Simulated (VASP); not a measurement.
# BN (t.b) (F-43m) in VASP: further runs

BN (t.b) is run at these levels: PBE; tasks: single point, relaxation of cell and atoms.

Program: VASP 6.6.1. These are calculated values, not measurements. Logs are shortened: lines on timing, memory, paths and dates and some standing lists are left out, and cuts for length are marked.

## 1. The cell of the first run

The structure is cubic, space group F-43m (No. 216). The conventional cell has a = 3.624 Å, b = 3.624 Å, c = 3.624 Å, α = 90.00°, β = 90.00°, γ = 90.00°. B (site symmetry -43m) has 4 N at 1.57 Å within 2.1 Å. N (site symmetry -43m) has 4 B at 1.57 Å within 2.1 Å.

## 2. Single point, PBE

Input file INCAR:

```
SYSTEM = BN
PREC = Accurate
ENCUT = 600
EDIFF = 1E-6
ISMEAR = 0
SIGMA = 0.02
LREAL = .FALSE.
LASPH = .TRUE.
NELM = 120
ALGO = Normal
ISIF = 2
LWAVE = .FALSE.
LCHARG = .FALSE.
GGA = PE
NBANDS = 11
GGA_COMPAT = .FALSE.
```

Input file KPOINTS:

```
Automatic mesh
0
G
  12 12 12
  0 0 0
```

Input file POSCAR:

```
BN
1.0
    0.0000000000      1.8120264350      1.8120264350
    1.8120264350      0.0000000000      1.8120264350
    1.8120264350      1.8120264350      0.0000000000
B N
1 1
Direct
    0.0000000000      0.0000000000      0.0000000000
    0.2500000000      0.2500000000      0.2500000000
```

Potentials or basis: VASP PAW PBE potentials, release 64 (B, N).

On the command line:

```
$ cat potpaw_PBE.64/B/POTCAR potpaw_PBE.64/N/POTCAR > POTCAR
$ mpirun -np 1 vasp_std > vasp.out
```

OUTCAR:

```text
SYSTEM = BN
   PREC = Accurate
   ENCUT = 600
   EDIFF = 1E-6
   ISMEAR = 0
   LREAL = .FALSE.
   LASPH = .TRUE.
   NELM = 120
   ISIF = 2
   GGA = PE

 ion  position               nearest neighbor table
   1  0.000  0.000  0.000-   2 1.57   2 1.57   2 1.57   2 1.57
   2  0.250  0.250  0.250-   1 1.57   1 1.57   1 1.57   1 1.57

  LATTYP: Found a face centered cubic cell.
 ALAT       =     3.6240528700

  Lattice vectors:

 A1 = (   0.0000000000,   1.8120264350,   1.8120264350)
 A2 = (   1.8120264350,   0.0000000000,   1.8120264350)
 A3 = (   1.8120264350,   1.8120264350,   0.0000000000)

Analysis of symmetry for initial positions (statically):
=====================================================================
 Subroutine PRICEL returns:
 Original cell was already a primitive cell.

 Routine SETGRP: Setting up the symmetry group for a
 face centered cubic supercell.

 Subroutine GETGRP returns: Found 24 space group operations
 (whereof 24 operations were pure point group operations)
 out of a pool of 48 trial point group operations.

The static configuration has the point symmetry T_d .

Analysis of symmetry for dynamics (positions and initial velocities):
=====================================================================
 Subroutine PRICEL returns:
 Original cell was already a primitive cell.

 Routine SETGRP: Setting up the symmetry group for a
 face centered cubic supercell.

 Subroutine GETGRP returns: Found 24 space group operations
 (whereof 24 operations were pure point group operations)
 out of a pool of 48 trial point group operations.

The dynamic configuration has the point symmetry T_d .

 Subroutine INISYM returns: Found 24 space group operations
 (whereof 24 operations are pure point group operations),
 and found     1 'primitive' translations

----------------------------------------------------------------------------------------

                                     Primitive cell

  volume of cell :      11.8994

  direct lattice vectors                    reciprocal lattice vectors
     0.000000000  1.812026435  1.812026435    -0.275934164  0.275934164  0.275934164
     1.812026435  0.000000000  1.812026435     0.275934164 -0.275934164  0.275934164
     1.812026435  1.812026435  0.000000000     0.275934164  0.275934164 -0.275934164

  length of vectors
     2.562592360  2.562592360  2.562592360     0.477931992  0.477931992  0.477931992

  position of ions in fractional coordinates (direct lattice)
     0.000000000  0.000000000  0.000000000
     0.250000000  0.250000000  0.250000000

  ion indices of the primitive-cell ions
[... 79 lines left out ...]
   IBRION =     -1    ionic relax: 0-MD 1-quasi-New 2-CG
   NFREE  =      0    steps in history (QN), initial steepest desc. (CG)
   ISIF   =      2    stress and relaxation
   ISYM   =      2    0-nonsym 1-usesym 2-fastsym
   POTIM  = 0.5000    time-step for ionic-motion
   TEBEG  =    0.0;   TEEND  =   0.0 temperature during run
   PSTRESS=    0.0 pullay stress
   NELECT =       8.0000    total number of electrons
   NUPDOWN=      -1.0000    fix difference up-down
   EMIN   =  10.00;   EMAX   =-10.00  energy-range for DOS
   EFERMI =   0.00;   METHOD = LEGACY
   ISMEAR =     0;   SIGMA  =   0.02  broadening in eV -4-tet -1-fermi 0-gaus
   EFERMI_NEDOS =   21; number of points for ismear=-14 and -15
   IALGO  =     38    algorithm
   IMIX   =      4    mixing-type and parameters
     AMIX     =   0.40;   BMIX     =  1.00
     AMIX_MAG =   1.60;   BMIX_MAG =  1.00
  volume/ion in A,a.u.               =       5.95        40.15
  Fermi-wavevector in a.u.,A,eV,Ry     =   1.434158  2.710165 27.984583  2.056809
  Thomas-Fermi vector in A             =   2.553597
   LORBIT       =      0    0 simple, 1 ext, 2 COOP (PROOUT), +10 PAW based schemes
   GGA     = PE    functional components
   LHFCALC =     F    Hartree Fock is set to
   AEXX    =    0.0000 exact exchange contribution
   IVDW    =     0    specifies the selected vdW correction
   LEPSILON=     F    determine dielectric tensor
   LRPA    =     F    only Hartree local field effects (RPA)
 non-spin polarized calculation
 Gauss-broadening in eV      SIGMA  =   0.02
  energy-cutoff  :      600.00
  volume of cell :       11.90
 maximum number of plane-waves:       415
   NGX = 11   NGY = 11   NGZ = 11

 number of electron       7.9999999 magnetization

 Free energy of the ion-electron system (eV)
  ---------------------------------------------------
  ext. energy  EPLUGINS =         0.00000000
  ---------------------------------------------------
  free energy    TOTEN  =       -17.45462751 eV

  energy without entropy =      -17.45462751  energy(sigma->0) =      -17.45462751

 E-fermi :   7.4119     XC(G=0): -12.7852

 val. band max:        7.3103989790   @ k =   0.0000   0.0000   0.0000
 cond. band min:      11.7619036032   @ k =   0.5000   0.5000   0.0000
 fundamental gap:      4.4515046242
 Fermi energy:         7.4119491755

 k-point     1 :       0.0000    0.0000    0.0000
  band No.  band energies     occupation
      1     -12.8353      2.00000
      2       7.3104      2.00000
      3       7.3104      2.00000
      4       7.3104      2.00000
      5      16.0944      0.00000
      6      16.0944      0.00000
      7      16.0944      0.00000
      8      17.5386      0.00000
      9      31.9220      0.00000
     10      34.9855      0.00000
     11      34.9855      0.00000
[... 309 lines left out ...]
 k-point    24 :      -0.4167    0.1667    0.0000
  band No.  band energies     occupation
      1      -8.2934      2.00000
      2      -2.6228      2.00000
      3       3.2126      2.00000
      4       4.7627      2.00000
      5      16.5856      0.00000
      6      19.4236      0.00000
      7      19.4970      0.00000
      8      22.9029      0.00000
      9      28.2717      0.00000
     10      32.5681      0.00000
     11      33.8400      0.00000

 [... further k-points ...]
[... 5 lines left out ...]
  --------------------------------------------------------------------------------------
  -------------------------------------------------------------------------------------
  Total        0.0122591      0.0122591      0.0122591     -0.0000000      0.0000000      0.0000000
  in kB        1.6506103      1.6506103      1.6506103     -0.0000000      0.0000000      0.0000000
  external PRESSURE =       1.6506103 kB  Pullay stress =       0.0000000 kB

 VOLUME and BASIS-vectors are now :
 -----------------------------------------------------------------------------
  energy-cutoff  :      600.00
  volume of cell :       11.90
      direct lattice vectors                 reciprocal lattice vectors
     0.000000000  1.812026435  1.812026435    -0.275934164  0.275934164  0.275934164
     1.812026435  0.000000000  1.812026435     0.275934164 -0.275934164  0.275934164
     1.812026435  1.812026435  0.000000000     0.275934164  0.275934164 -0.275934164

 POSITION                                       TOTAL-FORCE (eV/Angst)
 -----------------------------------------------------------------------------------
      0.00000      0.00000      0.00000        -0.000000      0.000000     -0.000000
      0.90601      0.90601      0.90601         0.000000     -0.000000      0.000000
 -----------------------------------------------------------------------------------
    total drift:                                0.000000      0.000000      0.000000

  FREE ENERGIE OF THE ION-ELECTRON SYSTEM (eV)
  ---------------------------------------------------
  free  energy   TOTEN  =       -17.4546275076 eV

  energy  without entropy=      -17.4546275076  energy(sigma->0) =      -17.45462751
```

stdout:

```text
POSCAR found type information on POSCAR B N
 POSCAR found :  2 types and       2 ions
 scaLAPACK will be used
 LDA part: xc-table for (Slater+PW92), standard interpolation
 POSCAR, INCAR and KPOINTS ok, starting setup
 FFT: planning ... GRIDC
 FFT: planning ... GRID_SOFT
 FFT: planning ... GRID
 WAVECAR not read
 entering main loop
```

Wall time 12 s (1 thread of AMD EPYC 9R45 (Zen 5), shared host); peak memory 0.08 GiB.

Results:

* Free energy: -17.4546 eV
* Pressure: 0.2 GPa
* Band gap on the k mesh: 4.45 eV, indirect (least direct gap 8.78 eV)

Levels at points of the mesh, in eV from the valence-band top:
```tsv
k point	band 2	band 3	band 4	band 5	band 6	band 7
(0.00, 0.00, 0.00)	0.00	0.00	0.00	8.78	8.78	8.78
(0.50, 0.00, 0.00)	-10.62	-1.93	-1.93	10.05	10.66	10.66
(0.50, 0.50, 0.00)	-8.87	-4.87	-4.87	4.45	9.19	17.80
```

A k mesh can miss the band edges. PBE gaps usually lie below the measured ones, often by a third to a half.

## 3. Relaxation of cell and atoms, PBE

This run uses another cell than the first one, of 5.88 Å³/atom, 0.988 times its volume.

Input file INCAR:

```
SYSTEM = BN
ALGO     = Normal         ! electronic algorithm
EDIFF    = 1E-7           ! SCF threshold, eV
EDIFFG   = -0.002         ! ionic threshold
ENCUT    = 600            ! plane-wave cutoff, eV
GGA      = PE             ! functional
GGA_COMPAT= .FALSE.      
IBRION   = 2              ! ionic algorithm
ISIF     = 3              ! what is computed and relaxed
ISMEAR   = 0              ! smearing method
LASPH    = .TRUE.         ! aspherical terms in the spheres
LCHARG   = .FALSE.        ! write CHGCAR
LREAL    = .FALSE.        ! projectors in reciprocal space
LWAVE    = .FALSE.        ! write WAVECAR
NELM     = 120            ! most SCF steps
NELMIN   = 4            
NSW      = 100            ! ionic steps
PREC     = Accurate       ! precision mode
SIGMA    = 0.02           ! smearing width, eV
```

Input file KPOINTS:

```
k-points
0
G
  12 12 12
  0 0 0
```

Input file POSCAR:

```
BN
1.0
    0.0000000000      1.8050000000      1.8050000000
    1.8050000000      0.0000000000      1.8050000000
    1.8050000000      1.8050000000      0.0000000000
B N
1 1
Direct
    0.0000000000      0.0000000000      0.0000000000
    0.2500000000      0.2500000000      0.2500000000
```

Potentials or basis: VASP PAW PBE potentials, release 64 (B, N).

On the command line:

```
$ cat potpaw_PBE.64/B/POTCAR potpaw_PBE.64/N/POTCAR > POTCAR
$ mpirun -np 1 vasp_std > vasp.out
```

Run time: 17 s. Hardware: 1 thread of AMD EPYC 9R45 (Zen 5), shared host; peak memory 0.08 GiB.

It converged, with:

| Quantity | Value |
| --- | --- |
| Free energy | -17.4542 eV |
| Relaxed volume | 5.95 Å³/atom |
| Relaxed cell | a = 2.563 Å, b = 2.563 Å, c = 2.563 Å, α = 60.00°, β = 60.00°, γ = 60.00° |
| Space group after relaxing (to 0.05 Å) | F-43m (No. 216) |
| Energy gained by relaxing | 1.0 meV/atom |
| Ionic steps | 3 |
| Pressure after relaxing | 0.0 GPa |
| Band gap on the k mesh | 4.45 eV, indirect (least direct gap 8.78 eV) |

Step by step:
```tsv
step	energy change (eV)	largest force (eV/Å)	pressure (GPa)	volume (Å³)
1	0.0000	0.0000	4.62	11.76
2	0.0001	0.0000	-4.50	12.05
3	-0.0020	0.0000	0.00	11.90
```

Final structure:
```xyz
2
Lattice="0.0000 1.8123 1.8123 1.8123 0.0000 1.8123 1.8123 1.8123 0.0000" Properties=species:S:1:pos:R:3 pbc="T T T"
B     0.0000    0.0000    0.0000
N     0.9062    0.9062    0.9062
```

Levels at points of the mesh, in eV from the valence-band top:
| k point | band 1 | band 2 | band 3 | band 4 | band 5 | band 6 | band 7 | band 8 |
| --- | --- | --- | --- | --- | --- | --- | --- | --- |
| (0.00, 0.00, 0.00) | -20.14 | 0.00 | 0.00 | 0.00 | 8.78 | 8.78 | 8.78 | 10.22 |
| (0.50, 0.00, 0.00) | -15.96 | -10.62 | -1.93 | -1.93 | 10.04 | 10.66 | 10.66 | 15.18 |
| (0.50, 0.50, 0.00) | -14.61 | -8.86 | -4.87 | -4.87 | 4.45 | 9.19 | 17.80 | 17.80 |

A k mesh can miss the band edges. PBE gaps usually lie below the measured ones, often by a third to a half.
